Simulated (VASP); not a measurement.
# Sn (I4/mmm) in VASP: further runs, part 2 of 2

VASP 6.6.1. The steps go on from the part before.

## Step 3: Single point, PBEsol (strain +0.025 along x and y, +0.050 along z)

INCAR

```
SYSTEM = Sn
ALGO = Fast ; EDIFF = 1E-6
ENCUT = 520 ; GGA = PS
ISIF = 2 ; ISMEAR = 0
LASPH = .TRUE. ; LCHARG = .TRUE.
LELF = .TRUE. ; LREAL = .FALSE.
LVHAR = .TRUE. ; LWAVE = .FALSE.
NBANDS = 13 ; NELM = 100
PREC = Accurate ; SIGMA = 0.15
```

KPOINTS

```
k-points
0
G
  22 22 22
  0 0 0
```

POSCAR

```
Sn
1.0
   -1.9192048979      1.9192048979      1.9660147734
    1.9192048979     -1.9192048979      1.9660147734
    1.9192048979      1.9192048979     -1.9660147734
Sn
1
Direct
    0.0000000000      0.0000000000      0.0000000000
```

Potentials or basis: VASP PAW PBE potentials, release 64 (Sn_d).

Started as:

```console
$ cat potpaw_PBE.64/Sn_d/POTCAR > POTCAR
$ mpirun -np 1 vasp_std > vasp.out
```

OUTCAR:

```text
SYSTEM = Sn
   EDIFF = 1E-6
   ENCUT = 520
   GGA = PS
   ISIF = 2
   ISMEAR = 0
   LASPH = .TRUE.
   LREAL = .FALSE.
   NELM = 100
   PREC = Accurate

 ion  position               nearest neighbor table
   1  0.000  0.000  0.000-

  LATTYP: Found a body centered tetragonal cell.
 ALAT       =     3.8384097958
 C/A-ratio  =     1.0243902439

  Lattice vectors:

 A1 = (  -1.9192048979,   1.9192048979,   1.9660147734)
 A2 = (   1.9192048979,  -1.9192048979,   1.9660147734)
 A3 = (   1.9192048979,   1.9192048979,  -1.9660147734)

Analysis of symmetry for initial positions (statically):
=====================================================================
 Subroutine PRICEL returns:
 Original cell was already a primitive cell.

 Routine SETGRP: Setting up the symmetry group for a
 body centered tetragonal supercell.

 Subroutine GETGRP returns: Found 16 space group operations
 (whereof 16 operations were pure point group operations)
 out of a pool of 16 trial point group operations.

[... 161 lines left out ...]

 E-fermi :   7.1801     XC(G=0): -10.2109

 val. band max:        7.1785913887   @ k =   0.3182   0.1818   0.0909
 cond. band min:       7.1929458347   @ k =   0.2727   0.2273   0.1818
 fundamental gap:      0.0143544460
 Fermi energy:         7.1801333060

 k-point     1 :       0.0000    0.0000    0.0000
  band No.  band energies     occupation
      1     -14.2395      2.00000
      2     -14.2395      2.00000
      3     -14.2345      2.00000
      4     -14.1280      2.00000
      5     -14.1185      2.00000
      6      -3.4691      2.00000
      7      14.4835      0.00000
      8      14.5958      0.00000
      9      14.5958      0.00000
     10      18.9726      0.00000
     11      19.2796      0.00000
     12      19.2933      0.00000
     13      19.3334      0.00000
[... 354 lines left out ...]
  band No.  band energies     occupation
      1     -14.2694      2.00000
      2     -14.2173      2.00000
      3     -14.1359      2.00000
      4     -14.1273      2.00000
      5     -14.0647      2.00000
      6       0.2048      2.00000
      7       3.8616      2.00000
      8      10.5419      0.00000
      9      12.3166      0.00000
     10      15.1807      0.00000
     11      15.8258      0.00000
     12      20.4763      0.00000
     13      22.6997      0.00000

 [... further k-points ...]
[... 5 lines left out ...]
  --------------------------------------------------------------------------------------
  -------------------------------------------------------------------------------------
  Total       -0.8249387     -0.8249387     -0.7646704      0.0000000     -0.0000000      0.0000000
  in kB      -45.6291966    -45.6291966    -42.2956222      0.0000000     -0.0000000      0.0000000
  external PRESSURE =     -44.5180051 kB  Pullay stress =       0.0000000 kB

 VOLUME and BASIS-vectors are now :
 -----------------------------------------------------------------------------
  energy-cutoff  :      520.00
  volume of cell :       28.97
      direct lattice vectors                 reciprocal lattice vectors
    -1.919204898  1.919204898  1.966014773     0.000000000  0.260524554  0.254321588
     1.919204898 -1.919204898  1.966014773     0.260524554  0.000000000  0.254321588
     1.919204898  1.919204898 -1.966014773     0.260524554  0.260524554  0.000000000

 POSITION                                       TOTAL-FORCE (eV/Angst)
 -----------------------------------------------------------------------------------
      0.00000      0.00000      0.00000         0.000000     -0.000000      0.000000
 -----------------------------------------------------------------------------------
    total drift:                               -0.000000     -0.000000     -0.000000

  FREE ENERGIE OF THE ION-ELECTRON SYSTEM (eV)
  ---------------------------------------------------
  free  energy   TOTEN  =        -4.1891627181 eV

  energy  without entropy=       -4.1813183597  energy(sigma->0) =       -4.18524054
```

stdout:

```text
POSCAR found type information on POSCAR Sn
 POSCAR found :  1 types and       1 ions
 scaLAPACK will be used
 -----------------------------------------------------------------------------
|                                                                             |
|                                                                             |
|     You enforced a specific xc type in the INCAR file but a different       |
|     I HOPE YOU KNOW WHAT YOU ARE DOING!                                     |
|                                                                             |
 -----------------------------------------------------------------------------

 LDA part: xc-table for (Slater+PW92), standard interpolation
 POSCAR, INCAR and KPOINTS ok, starting setup
 FFT: planning ... GRIDC
 FFT: planning ... GRID_SOFT
 FFT: planning ... GRID
 WAVECAR not read
 entering main loop
WARNING in EDDRMM: call to ZHEGV failed, returncode =   6  3     13
WARNING in EDDRMM: call to ZHEGV failed, returncode =   8  4     11
WARNING in EDDRMM: call to ZHEGV failed, returncode =   8  4     10
WARNING in EDDRMM: call to ZHEGV failed, returncode =   8  4     10
WARNING in EDDRMM: call to ZHEGV failed, returncode =   6  3     10
WARNING in EDDRMM: call to ZHEGV failed, returncode =   8  4     12
WARNING in EDDRMM: call to ZHEGV failed, returncode =   8  4     13
WARNING in EDDRMM: call to ZHEGV failed, returncode =   6  3     10
```

Run time: 8.7 min. Hardware: 1 thread of Intel Xeon 8259CL, shared host; peak memory 0.39 GiB.

What came out:

```
Free energy            : -4.1892 eV
Pressure               : -4.5 GPa
Band gap on the k mesh : zero (bands 7 and 8 overlap by 9.51 eV)
```

Stress tensor (GPa, compression positive):
```
-4.56  0.00  0.00
 0.00 -4.56  0.00
 0.00  0.00 -4.23
```

Caveat: the cell differs from its parent crystal (strain +0.025 along x and y, +0.050 along z); the cell stands under tension; the PAW data sets were made with another functional, which shifts forces and pressure a little; spin-orbit coupling is left out, which moves the levels of the heavy elements.

## Step 4: Single point, PBEsol (strain +0.050 along x and y, +0.025 along z)

INCAR

```
SYSTEM = Sn
PREC = Accurate
ENCUT = 520
EDIFF = 1E-6
ISMEAR = 0
SIGMA = 0.15
LREAL = .False.
LASPH = .True.
NELM = 80
ALGO = Fast
ISIF = 2
LWAVE = .False.
LCHARG = .False.
GGA = PS
NBANDS = 13
```

KPOINTS

```
regular mesh
0
Gamma
  22 22 22
  0 0 0
```

POSCAR

```
Sn
1.0
   -1.9660147734      1.9660147734      1.9192048979
    1.9660147734     -1.9660147734      1.9192048979
    1.9660147734      1.9660147734     -1.9192048979
Sn
1
Direct
    0.0000000000      0.0000000000      0.0000000000
```

Potentials or basis: VASP PAW PBE potentials, release 64 (Sn_d).

Started as:

```console
$ cat potpaw_PBE.64/Sn_d/POTCAR > POTCAR
$ mpirun -np 1 vasp_std > vasp.out
```

OUTCAR:

```text
SYSTEM = Sn
   PREC = Accurate
   ENCUT = 520
   EDIFF = 1E-6
   ISMEAR = 0
   LREAL = .False.
   LASPH = .True.
   NELM = 80
   ISIF = 2
   GGA = PS

 ion  position               nearest neighbor table
   1  0.000  0.000  0.000-

  LATTYP: Found a body centered tetragonal cell.
 ALAT       =     3.9320295468
 C/A-ratio  =     0.9761904762

  Lattice vectors:

 A1 = (  -1.9660147734,   1.9660147734,   1.9192048979)
 A2 = (   1.9660147734,  -1.9660147734,   1.9192048979)
 A3 = (   1.9660147734,   1.9660147734,  -1.9192048979)
[... 556 lines left out ...]
      5     -14.3378      2.00000
      6       0.0467      2.00000
      7       3.7509      2.00000
      8      10.0146      0.00000
      9      11.7236      0.00000
     10      14.5503      0.00000
     11      15.2376      0.00000
     12      20.8266      0.00000
     13      22.0868      0.00000

 [... further k-points ...]
[... 5 lines left out ...]
  --------------------------------------------------------------------------------------
  -------------------------------------------------------------------------------------
  Total       -0.9254802     -0.9254802     -1.0283755      0.0000000      0.0000000      0.0000000
  in kB      -49.9715531    -49.9715531    -55.5274098      0.0000000      0.0000000      0.0000000
  external PRESSURE =     -51.8235054 kB  Pullay stress =       0.0000000 kB

 VOLUME and BASIS-vectors are now :
 -----------------------------------------------------------------------------
  energy-cutoff  :      520.00
  volume of cell :       29.67
      direct lattice vectors                 reciprocal lattice vectors
    -1.966014773  1.966014773  1.919204898     0.000000000  0.254321588  0.260524554
     1.966014773 -1.966014773  1.919204898     0.254321588  0.000000000  0.260524554
     1.966014773  1.966014773 -1.919204898     0.254321588  0.254321588  0.000000000

 POSITION                                       TOTAL-FORCE (eV/Angst)
 -----------------------------------------------------------------------------------
      0.00000      0.00000      0.00000        -0.000000      0.000000      0.000000
 -----------------------------------------------------------------------------------
    total drift:                               -0.000000     -0.000000     -0.000000

  FREE ENERGIE OF THE ION-ELECTRON SYSTEM (eV)
  ---------------------------------------------------
  free  energy   TOTEN  =        -4.1679367793 eV

  energy  without entropy=       -4.1600666873  energy(sigma->0) =       -4.16400173
```

OSZICAR:

```text
N       E                     dE             d eps       ncg     rms          rms(c)
DAV:   1     0.806884403250E+02    0.80688E+02   -0.71964E+03 22231   0.155E+03
DAV:   2     0.165518133193E+01   -0.79033E+02   -0.76619E+02 23114   0.337E+02
DAV:   3    -0.405995336600E+01   -0.57151E+01   -0.56939E+01 25898   0.739E+01
DAV:   4    -0.418164228252E+01   -0.12169E+00   -0.12166E+00 25527   0.116E+01
DAV:   5    -0.418602176221E+01   -0.43795E-02   -0.43794E-02 28520   0.213E+00    0.115E+00
RMM:   6    -0.417185463694E+01    0.14167E-01   -0.14837E-02 27330   0.160E+00    0.640E-01
RMM:   7    -0.416806584751E+01    0.37888E-02   -0.99622E-03 26912   0.116E+00    0.107E-01
RMM:   8    -0.416789695896E+01    0.16889E-03   -0.87033E-04 29806   0.447E-01    0.267E-02
RMM:   9    -0.416793307172E+01   -0.36113E-04   -0.35413E-04 32738   0.177E-01    0.214E-02
RMM:  10    -0.416793443368E+01   -0.13620E-05   -0.60813E-05 29014   0.117E-01    0.381E-03
RMM:  11    -0.416793612745E+01   -0.16938E-05   -0.32219E-05 34341   0.572E-02    0.757E-03
RMM:  12    -0.416793677930E+01   -0.65185E-06   -0.43997E-06 23251   0.211E-02
   1 F= -.41679368E+01 E0= -.41640017E+01  d E =-.787009E-02
```

stdout:

```text
POSCAR found type information on POSCAR Sn
 POSCAR found :  1 types and       1 ions
 scaLAPACK will be used
 -----------------------------------------------------------------------------
|                                                                             |
|                                                                             |
|     You enforced a specific xc type in the INCAR file but a different       |
|     I HOPE YOU KNOW WHAT YOU ARE DOING!                                     |
|                                                                             |
 -----------------------------------------------------------------------------

 LDA part: xc-table for (Slater+PW92), standard interpolation
 POSCAR, INCAR and KPOINTS ok, starting setup
 FFT: planning ... GRIDC
 FFT: planning ... GRID_SOFT
 FFT: planning ... GRID
 WAVECAR not read
 entering main loop
WARNING in EDDRMM: call to ZHEGV failed, returncode =   6  3     12
WARNING in EDDRMM: call to ZHEGV failed, returncode =   6  3     11
WARNING in EDDRMM: call to ZHEGV failed, returncode =   8  4     11
WARNING in EDDRMM: call to ZHEGV failed, returncode =   6  3     12
```

Wall time 8.9 min (1 thread of Intel Xeon 8259CL, shared host); peak memory 0.4 GiB.

Results:

```
Free energy            : -4.1679 eV
Pressure               : -5.2 GPa
Band gap on the k mesh : zero (bands 7 and 8 overlap by 9.26 eV)
```

Levels at points of the mesh, in eV from the Fermi level:
```csv
k point,band 3,band 4,band 5,band 6,band 7,band 8,band 9,band 10,band 11,band 12
"(0.00, 0.00, 0.00)",-21.41,-21.31,-21.30,-10.49,7.12,7.12,7.26,11.83,11.84,11.84
"(0.50, 0.00, 0.00)",-21.31,-21.31,-21.24,-6.30,-3.98,3.22,4.98,7.36,7.86,14.29
"(0.50, 0.50, 0.00)",-21.32,-21.31,-21.25,-6.44,-4.04,3.49,5.36,7.70,8.23,13.81
"(0.50, 0.50, 0.50)",-21.26,-21.26,-21.26,-3.00,-0.52,-0.52,-0.11,3.76,3.98,17.75
```

Caveat: the cell differs from its parent crystal (strain +0.050 along x and y, +0.025 along z); the cell stands under tension; the PAW data sets were made with another functional, which shifts forces and pressure a little; spin-orbit coupling is left out, which moves the levels of the heavy elements.

## Step 5: Summary

| cell | gap on the mesh (eV) | pressure (GPa) |
| --- | --- | --- |
| a = 3.352 Å, angles 108.2, 108.2, 112.1°, 1 atom | none | -4.4 |
| a = 3.351 Å, angles 110.1, 110.1, 108.2°, 1 atom | none | -4.5 |
| a = 3.378 Å, angles 108.8, 108.8, 110.8°, 1 atom | none | -5.2 |

Alike in all rows: task single point; level PBEsol; potentials or basis VASP PAW PBE potentials, release 64 (Sn_d); no spin polarisation; k mesh 22 × 22 × 22; cutoff (eV) 520; smearing gaussian 0.15 eV.

Caveats: the cell stands under tension; the PAW data sets were made with another functional, which shifts forces and pressure a little; spin-orbit coupling is left out, which moves the levels of the heavy elements.

Total energies depend on the potentials used, so only differences within one code and one set of settings carry meaning.
